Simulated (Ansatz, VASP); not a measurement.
# One calculation of Hf, two programs

```
Hf
1.0
     3.20528    0.00000    0.00000
    -1.60264    2.77585    0.00000
     0.00000    0.00000    5.06446
Hf
2
Direct
  0.33333 0.66667 0.25000
  0.66667 0.33333 0.75000
```

Alike in both runs: task single point; functional PBE; k mesh 14 × 14 × 8; no spin polarisation.

```csv
,VASP,Ansatz
version,VASP 6.6.1,Ansatz 0.2.0
potentials or method,"VASP PAW PBE potentials, release 64 (Hf_pv), cutoff 520 eV","all-electron LAPW, scalar-relativistic"
occupations,"methfessel-paxton of order 1, width 0.15 eV","cold, width 0.15 eV"
```

Ansatz gave:

```
pressure (GPa)                                                : 0.0
traceless stress, the component that is largest in VASP (GPa) : 0.00
```

Task: Which values does VASP return?

Result: Pressure (GPa): -0.5; traceless stress, the component that is largest in VASP (GPa): -0.10.

Ansatz ran all-electron here, and VASP with PAW potentials.

Neither program's run includes spin-orbit coupling.
